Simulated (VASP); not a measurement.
Set up this calculation in VASP 6.6.1, as the native input.

- Task: single point
- Functional: PBE
- Potentials or basis: VASP PAW PBE potentials, release 64 (Be, S)
- Cutoff: 520 eV
- k mesh: 10 × 10 × 10
- Occupations: fermi-dirac, width 0.02 eV
- Spin: no spin polarisation
- Dipole correction: no
- Further INCAR settings: ALGO = Normal; EDIFF = 1e-06; NBANDS = 11

The structure of BeS lies in POSCAR:

```
BeS
1.0
    0.0000000000      2.3172971949      2.2477782791
    2.3172971949      0.0000000000      2.2477782791
    2.3172971949      2.3172971949      0.0000000000
Be S
1 1
Direct
    0.0000000000      0.0000000000      0.0000000000
    0.5000000000      0.5000000000      0.5000000000
```

This cell differs from its parent crystal: uniaxial z strain -3.0%.

One way to write it, as run:

INCAR

```
SYSTEM = BeS
ALGO = Normal
EDIFF = 1E-6
ENCUT = 520
GGA = PE
ISIF = 2
ISMEAR = -1
LASPH = .True.
LCHARG = .False.
LREAL = .False.
LWAVE = .False.
NBANDS = 11
NELM = 60
PREC = Accurate
SIGMA = 0.02
```

KPOINTS

```
k-points
0
Gamma
  10 10 10
  0 0 0
```

Potentials or basis: VASP PAW PBE potentials, release 64 (Be, S).

Launch:

```bash
$ cat potpaw_PBE.64/Be/POTCAR potpaw_PBE.64/S/POTCAR > POTCAR
$ mpirun -np 1 vasp_std > vasp.out
```

It gave:

- Pressure: 3.2 GPa
- Band gap on the k mesh: 0.80 eV, indirect (least direct gap 4.11 eV)

Caveat: the cell differs from its parent crystal (uniaxial z strain -3.0%).

Run time: 18 s on 1 thread of Intel(R) Xeon(R) Platinum 8124M CPU @ 3.00GHz (Skylake/Cascade Lake) (shared host), peak memory 0.15 GiB.
